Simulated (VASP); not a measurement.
The system is LiMg2Sn2.

```xyz
5
Lattice="4.3911 0.0000 0.0000 -2.1956 3.8028 0.0000 0.0000 0.0000 7.3155" Properties=species:S:1:pos:R:3 pbc="T T T"
Mg   -0.0002    2.5354    4.5985
Mg    2.1958    1.2675    2.7170
Sn   -0.0002    2.5354    1.8808
Sn    2.1958    1.2675    5.4347
Li    0.0000    0.0000    0.0000
```

* Program: VASP 6.6.1
* Task: relaxation of cell and atoms
* Functional: PBE
* Potentials or basis: VASP PAW PBE potentials, release 64 (Mg, Sn_d, Li_sv)
* Cutoff: 600 eV
* k mesh: 5 × 5 × 3
* Occupations: fermi-dirac, width 0.1 eV
* Spin: no spin polarisation

At the start: pressure 7.8 GPa; volume 24.43 Å³/atom.

Question: How do energy, volume and symmetry change on relaxing?

Answer: Over 30 steps the energy falls by 294.7 meV/atom and the volume is 25.03 Å³/atom (+2.5 %); space group P-3m1 (No. 164, to 0.05 Å).

The path:
| step | energy change (eV) | largest force (eV/Å) | pressure (GPa) | volume (Å³) |
| --- | --- | --- | --- | --- |
| 1 | 0.0000 | 1.8667 | 7.78 | 122.16 |
| 2 | -0.7038 | 0.6316 | -0.44 | 144.31 |
| 3 | -0.7087 | 0.5431 | -0.99 | 146.76 |
| 4 | -0.7928 | 0.5884 | -0.93 | 144.46 |
| 5 | -1.0283 | 0.7879 | -0.63 | 137.40 |
| 6 | -1.2147 | 1.0074 | 1.92 | 122.52 |
| 7 | -1.2446 | 0.8636 | 1.91 | 122.10 |
| 8 | -1.2901 | 0.4735 | 2.23 | 120.83 |
| 9 | -1.2916 | 0.3663 | 2.33 | 120.47 |
| 10 | -1.3274 | 0.3206 | 1.82 | 121.73 |
| 11 | -1.4008 | 0.2197 | 0.41 | 125.51 |
| 12 | -1.4159 | 0.1023 | -1.71 | 133.17 |
| 13 | -1.4286 | 0.1343 | -0.96 | 130.16 |
| 14 | -1.4419 | 0.1109 | -0.81 | 129.33 |
| 15 | -1.4654 | 0.0662 | -0.32 | 126.82 |
| 16 | -1.4673 | 0.0681 | -0.03 | 125.78 |
| 17 | -1.4674 | 0.0630 | -0.07 | 125.91 |
| 18 | -1.4680 | 0.0600 | -0.04 | 125.74 |
| 19 | -1.4695 | 0.0505 | 0.08 | 125.25 |
| 20 | -1.4700 | 0.0298 | 0.33 | 124.26 |
| 21 | -1.4701 | 0.0378 | 0.23 | 124.62 |
| 22 | -1.4707 | 0.0340 | 0.19 | 124.74 |
| 23 | -1.4720 | 0.0229 | 0.06 | 125.12 |
| 24 | -1.4722 | 0.0253 | -0.18 | 125.86 |
| 25 | -1.4725 | 0.0114 | -0.09 | 125.56 |
| 26 | -1.4729 | 0.0121 | -0.05 | 125.42 |
| 27 | -1.4731 | 0.0123 | -0.03 | 125.29 |
| 28 | -1.4732 | 0.0121 | 0.03 | 125.05 |
| 29 | -1.4732 | 0.0109 | 0.02 | 125.08 |
| 30 | -1.4733 | 0.0075 | -0.01 | 125.15 |

Final structure:
```
Mg Sn Li
1.0
     4.73581    0.00117    0.00169
    -2.36689    4.10192   -0.00169
     0.00223   -0.00129    6.44173
Mg Sn Li
2 2 1
Cartesian
  0.0019 2.7343 4.1679
  2.3693 1.3675 2.2738
  0.0013 2.7346 1.1209
  2.3698 1.3672 5.3209
  -2.3669 4.1019 -0.0017
```

Caveat: the cutoff is under 1.25 times the usual one of these potentials, so pressure, stress and relaxed cells hold a basis-set (Pulay) error.
